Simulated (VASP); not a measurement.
# ScRu3 (I4/mmm) in VASP: density of states with LDA

Aim: the density of states of ScRu3 with LDA.

Everything below comes from runs of VASP 6.6.1. Logs are shortened: lines on timing, memory, paths and dates and some standing lists are left out, and cuts for length are marked.

## Step 1: The cell of the first run

The structure is tetragonal, space group I4/mmm (No. 139). Conventional cell: a = 3.899 Å, b = 3.899 Å, c = 8.045 Å, α = 90.00°, β = 90.00°, γ = 90.00°. Ru (site symmetry 4/mmm) has 4 Sc at 2.76 Å and 8 Ru at 2.80 Å within 3.6 Å. Within 3.6 Å of Ru (site symmetry -4m2) lie 8 Ru at 2.76 to 2.80 Å and 4 Sc at 2.80 Å. Sc (site symmetry 4/mmm) has 12 Ru at 2.76 to 2.80 Å within 3.6 Å.

## Step 2: Density of states, LDA

POSCAR reads:

```
ScRu3
1.0
   -1.9492590000      1.9492590000      4.0222910000
    1.9492590000     -1.9492590000      4.0222910000
    1.9492590000      1.9492590000     -4.0222910000
Ru Sc
3 1
Direct
    0.5000000000      0.5000000000      0.0000000000
    0.2500000000      0.7500000000      0.5000000000
    0.7500000000      0.2500000000      0.5000000000
    0.0000000000      0.0000000000      0.0000000000
```

INCAR.step1 reads:

```
SYSTEM = ScRu3
PREC = Accurate ; ENCUT = 520
EDIFF = 1E-6 ; ISMEAR = 1
SIGMA = 0.1 ; LREAL = .False.
LASPH = .True. ; NELM = 100
ALGO = Fast ; ISIF = 2
LWAVE = .False. ; LCHARG = .True.
LMAXMIX = 4 ; GGA = CA
NBANDS = 34
```

KPOINTS.step1 reads:

```
Automatic mesh
0
Gamma
  10 10 10
  0 0 0
```

INCAR.step2 reads:

```
SYSTEM = ScRu3
PREC = Accurate ; ENCUT = 520
EDIFF = 1E-6 ; ISMEAR = -5
SIGMA = 0.1 ; LREAL = .False.
LASPH = .True. ; NELM = 100
ALGO = Fast ; ISIF = 2
LWAVE = .False. ; LCHARG = .False.
LMAXMIX = 4 ; GGA = CA
LORBIT = 11 ; NEDOS = 1001
ICHARG = 11
```

KPOINTS.step2 reads:

```
Automatic mesh
0
Gamma
  15 15 15
  0 0 0
```

Potentials or basis: VASP PAW LDA potentials, release 64 (Ru_pv, Sc_sv).

On the command line:

```bash
> cat potpaw_LDA.64/Ru_pv/POTCAR potpaw_LDA.64/Sc_sv/POTCAR > POTCAR
> cp INCAR.step1 INCAR
> cp KPOINTS.step1 KPOINTS
> mpirun -np 1 vasp_std > vasp.out
> cp INCAR.step2 INCAR
> cp KPOINTS.step2 KPOINTS
> mpirun -np 1 vasp_std > vasp.out
```

OUTCAR:

```text
SYSTEM = ScRu3
   PREC = Accurate
   ENCUT = 520
   EDIFF = 1E-6
   ISMEAR = -5
   LREAL = .False.
   LASPH = .True.
   NELM = 100
   ISIF = 2
   GGA = CA
   LORBIT = 11
   ICHARG = 11

 ion  position               nearest neighbor table
   1  0.500  0.500  0.000-   4 2.76   4 2.76   4 2.76   4 2.76   3 2.80   2 2.80   3 2.80   3 2.80
                             2 2.80   2 2.80   3 2.80   2 2.80
   2  0.250  0.750  0.500-   3 2.76   3 2.76   3 2.76   3 2.76   4 2.80   1 2.80   4 2.80   1 2.80
                             4 2.80   4 2.80   1 2.80   1 2.80
   3  0.750  0.250  0.500-   2 2.76   2 2.76   2 2.76   2 2.76   4 2.80   1 2.80   4 2.80   4 2.80
                             1 2.80   1 2.80   4 2.80   1 2.80
   4  0.000  0.000  0.000-   1 2.76   1 2.76   1 2.76   1 2.76   3 2.80   2 2.80   3 2.80   2 2.80
                             3 2.80   3 2.80   2 2.80   2 2.80

  LATTYP: Found a body centered tetragonal cell.
 ALAT       =     3.8985180000
 C/A-ratio  =     2.0634974624

  Lattice vectors:

 A1 = (  -1.9492590000,   1.9492590000,   4.0222910000)
 A2 = (   1.9492590000,  -1.9492590000,   4.0222910000)
 A3 = (   1.9492590000,   1.9492590000,  -4.0222910000)

Analysis of symmetry for initial positions (statically):
=====================================================================
 Subroutine PRICEL returns:
 Original cell was already a primitive cell.

 Routine SETGRP: Setting up the symmetry group for a
 body centered tetragonal supercell.

 Subroutine GETGRP returns: Found 16 space group operations
 (whereof 16 operations were pure point group operations)
 out of a pool of 16 trial point group operations.

The static configuration has the point symmetry D_4h.

Analysis of symmetry for dynamics (positions and initial velocities):
=====================================================================
 Subroutine PRICEL returns:
 Original cell was already a primitive cell.

 Routine SETGRP: Setting up the symmetry group for a
 body centered tetragonal supercell.

 Subroutine GETGRP returns: Found 16 space group operations
 (whereof 16 operations were pure point group operations)
 out of a pool of 16 trial point group operations.

The dynamic configuration has the point symmetry D_4h.

 Subroutine INISYM returns: Found 16 space group operations
 (whereof 16 operations are pure point group operations),
 and found     1 'primitive' translations

----------------------------------------------------------------------------------------

                                     Primitive cell

  volume of cell :      61.1326

  direct lattice vectors                    reciprocal lattice vectors
    -1.949259000  1.949259000  4.022291000     0.000000000  0.256507729  0.124307267
     1.949259000 -1.949259000  4.022291000     0.256507729  0.000000000  0.124307267
     1.949259000  1.949259000 -4.022291000     0.256507729  0.256507729  0.000000000

  length of vectors
     4.876273801  4.876273801  4.876273801     0.285041246  0.285041246  0.362756710

  position of ions in fractional coordinates (direct lattice)
     0.500000000  0.500000000  0.000000000
     0.250000000  0.750000000  0.500000000
     0.750000000  0.250000000  0.500000000
     0.000000000  0.000000000  0.000000000

  ion indices of the primitive-cell ions
   primitive index   ion index
                 1           1
                 2           2
                 3           3
                 4           4

----------------------------------------------------------------------------------------

 KPOINTS: Automatic mesh

Automatic generation of k-mesh.
 Grid dimensions read from file:
 generate k-points for:   15   15   15

 Generating k-lattice:

  Cartesian coordinates                     Fractional coordinates (reciprocal lattice)
     0.000000000  0.017100515  0.008287151     0.066666667  0.000000000 -0.000000000
     0.017100515  0.000000000  0.008287151     0.000000000  0.066666667 -0.000000000
     0.017100515  0.017100515  0.000000000     0.000000000  0.000000000  0.066666667

  Length of vectors
     0.019002750  0.019002750  0.024183781

  Shift w.r.t. Gamma in fractional coordinates (k-lattice)
     0.000000000  0.000000000  0.000000000

 TETIRR: Found   4311 inequivalent tetrahedra from    20250

 Subroutine IBZKPT returns following result:
 ===========================================

 Found    288 irreducible k-points:

 Following reciprocal coordinates:
            Coordinates               Weight
  0.000000  0.000000  0.000000      1.000000
  0.066667 -0.000000  0.000000      8.000000
  0.133333  0.000000  0.000000      8.000000
  0.200000 -0.000000  0.000000      8.000000
  0.266667  0.000000  0.000000      8.000000
  0.333333 -0.000000  0.000000      8.000000
[... 16 lines left out ...]
  0.133333  0.133333  0.000000      8.000000
  0.200000  0.133333  0.000000     16.000000
 [... further k-points ...]
   k-points           NKPTS =    288   k-points in BZ     NKDIM =    288   number of bands    NBANDS=     31
   number of dos      NEDOS =   1001   number of ions     NIONS =      4
   total plane-waves  NPLWV =  46656
   dimension x,y,z NGX =    36 NGY =   36 NGZ =   36
   dimension x,y,z NGXF=    72 NGYF=   72 NGZF=   72
   ions per type =               3   1
   NGX,Y,Z   is equivalent  to a cutoff of  12.27, 12.27, 12.27 a.u.
   NGXF,Y,Z  is equivalent  to a cutoff of  24.55, 24.55, 24.55 a.u.
 SYSTEM =  ScRu3
   PREC   = accura    normal or accurate (medium, high low for compatibility)
   ISTART =      0    job   : 0-new  1-cont  2-samecut
   ICHARG =     11    charge: 1-file 2-atom 10-const
   ISPIN  =      1    spin polarized calculation?
   LNONCOLLINEAR =      F non collinear calculations
   LSORBIT =      F    spin-orbit coupling
   LASPH  =      T    aspherical Exc in radial PAW
   ENCUT  =  520.0 eV  38.22 Ry    6.18 a.u.   9.07  9.07  9.07*2*pi/ulx,y,z
   NELM   =    100;   NELMIN=  2; NELMDL=  0     # of ELM steps
   EDIFF  = 0.1E-05   stopping-criterion for ELM
   LREAL  =      F    real-space projection
   EDIFFG = 0.1E-04   stopping-criterion for IOM
   NSW    =      0    number of steps for IOM
   IBRION =     -1    ionic relax: 0-MD 1-quasi-New 2-CG
   NFREE  =      0    steps in history (QN), initial steepest desc. (CG)
   ISIF   =      2    stress and relaxation
   ISYM   =      2    0-nonsym 1-usesym 2-fastsym
   POTIM  = 0.5000    time-step for ionic-motion
   TEBEG  =    0.0;   TEEND  =   0.0 temperature during run
   PSTRESS=    0.0 pullay stress
   NELECT =      53.0000    total number of electrons
   NUPDOWN=      -1.0000    fix difference up-down
   EMIN   =  10.00;   EMAX   =-10.00  energy-range for DOS
   EFERMI =   0.00;   METHOD = LEGACY
   ISMEAR =    -5;   SIGMA  =   0.10  broadening in eV -4-tet -1-fermi 0-gaus
   EFERMI_NEDOS =   21; number of points for ismear=-14 and -15
   IALGO  =     68    algorithm
   IMIX   =      4    mixing-type and parameters
     AMIX     =   0.40;   BMIX     =  1.00
     AMIX_MAG =   1.60;   BMIX_MAG =  1.00
  volume/ion in A,a.u.               =      15.28       103.14
  Fermi-wavevector in a.u.,A,eV,Ry     =   1.561023  2.949905 33.154573  2.436792
  Thomas-Fermi vector in A             =   2.664149
   LORBIT       =     11    0 simple, 1 ext, 2 COOP (PROOUT), +10 PAW based schemes
   GGA     = CA    functional components
   LHFCALC =     F    Hartree Fock is set to
   AEXX    =    0.0000 exact exchange contribution
   IVDW    =     0    specifies the selected vdW correction
   LEPSILON=     F    determine dielectric tensor
   LRPA    =     F    only Hartree local field effects (RPA)
 non-spin polarized calculation
 RMM-DIIS sequential band-by-band and
 Fermi weights with tetrahedron method with Bloechl corrections
  energy-cutoff  :      520.00
  volume of cell :       61.13
 maximum number of plane-waves:      1667

 number of electron      52.9999992 magnetization

 Free energy of the ion-electron system (eV)
  ---------------------------------------------------
  ext. energy  EPLUGINS =         0.00000000
  ---------------------------------------------------
  free energy    TOTEN  =       -38.67509462 eV

  energy without entropy =      -38.67509462  energy(sigma->0) =      -38.67509462

 E-fermi :   9.4185     XC(G=0): -13.3052

 val. band max:        9.4425770381   @ k =  -0.2667   0.4000   0.2667
 cond. band min:       9.3741865356   @ k =  -0.2000   0.4000   0.2000
 fundamental gap:     -0.0683905025
 Fermi energy:         9.4184910950

 k-point     1 :       0.0000    0.0000    0.0000
  band No.  band energies     occupation
      1     -38.3073      2.00000
      2     -32.9279      2.00000
      3     -32.8820      2.00000
      4     -32.8820      2.00000
      5     -32.6416      2.00000
      6     -32.6416      2.00000
[... 23 lines left out ...]
     30      12.5159      0.00000
     31      12.8619      0.00000

 k-point     2 :       0.0667   -0.0000    0.0000
  band No.  band energies     occupation
      1     -38.3076      2.00000
      2     -32.9315      2.00000
      3     -32.8786      2.00000
      4     -32.8720      2.00000
      5     -32.6515      2.00000
      6     -32.6420      2.00000
[... 23 lines left out ...]
     30      12.2715      0.00000
     31      12.5759      0.00000

 k-point     3 :       0.1333    0.0000    0.0000
  band No.  band energies     occupation
      1     -38.3082      2.00000
      2     -32.9350      2.00000
      3     -32.8688      2.00000
      4     -32.8501      2.00000
      5     -32.6689      2.00000
      6     -32.6437      2.00000
[... 703 lines left out ...]
     30      11.2163      0.00000
     31      12.7779      0.00000

 k-point    24 :       0.2000    0.1333    0.0000
  band No.  band energies     occupation
      1     -38.3100      2.00000
      2     -32.9491      2.00000
      3     -32.8419      2.00000
      4     -32.8016      2.00000
      5     -32.6801      2.00000
      6     -32.6427      2.00000
[... 23 lines left out ...]
     30      11.0282      0.00000
     31      12.6034      0.00000

 [... further k-points ...]
[... 5 lines left out ...]
  --------------------------------------------------------------------------------------
  -------------------------------------------------------------------------------------
  Total       -5.2701966     -5.2701966     -5.0432038      0.0000000     -0.0000000      0.0000000
  in kB     -138.1226252   -138.1226252   -132.1735423      0.0000000     -0.0000000      0.0000000
  external PRESSURE =    -136.1395975 kB  Pullay stress =       0.0000000 kB

 VOLUME and BASIS-vectors are now :
 -----------------------------------------------------------------------------
  energy-cutoff  :      520.00
  volume of cell :       61.13
      direct lattice vectors                 reciprocal lattice vectors
    -1.949259000  1.949259000  4.022291000     0.000000000  0.256507729  0.124307267
     1.949259000 -1.949259000  4.022291000     0.256507729  0.000000000  0.124307267
     1.949259000  1.949259000 -4.022291000     0.256507729  0.256507729  0.000000000

 POSITION                                       TOTAL-FORCE (eV/Angst)
 -----------------------------------------------------------------------------------
      0.00000      0.00000      4.02229         0.000000     -0.000000     -0.000000
      1.94926     -0.00000      2.01115        -0.000000      0.000000      0.000000
     -0.00000      1.94926      2.01115         0.000000     -0.000000      0.000000
      0.00000      0.00000      0.00000         0.000000     -0.000000     -0.000000
 -----------------------------------------------------------------------------------
    total drift:                               -0.000000      0.000000      0.000000

  FREE ENERGIE OF THE ION-ELECTRON SYSTEM (eV)
  ---------------------------------------------------
  free  energy   TOTEN  =       -38.6750946246 eV

  energy  without entropy=      -38.6750946246  energy(sigma->0) =      -38.67509462

 total charge

# of ion       s       p       d       tot
------------------------------------------
    1        0.386   6.212   6.004  12.602
    2        0.390   6.209   5.996  12.595
    3        0.390   6.209   5.996  12.595
    4        2.292   6.231   1.209   9.732
--------------------------------------------------
tot          3.459  24.860  19.205  47.524
```

It took 7.5 min on 1 thread of Intel Xeon Platinum 8559C (Emerald Rapids), shared host; peak memory 0.55 GiB.

Results:

```yaml
Valence_electrons_inside_the_program's_atomic_spheres: Ru 12.60; Sc 9.73
```

Levels at points of the mesh, in eV from the Fermi level:
```csv
k point,band 23,band 24,band 25,band 26,band 27,band 28,band 29,band 30,band 31
"(0.00, 0.00, 0.00)",-1.29,-0.42,-0.42,-0.19,-0.03,0.88,2.35,3.10,3.44
```

Caveat: tetrahedron occupations give inexact forces and stress in metals.
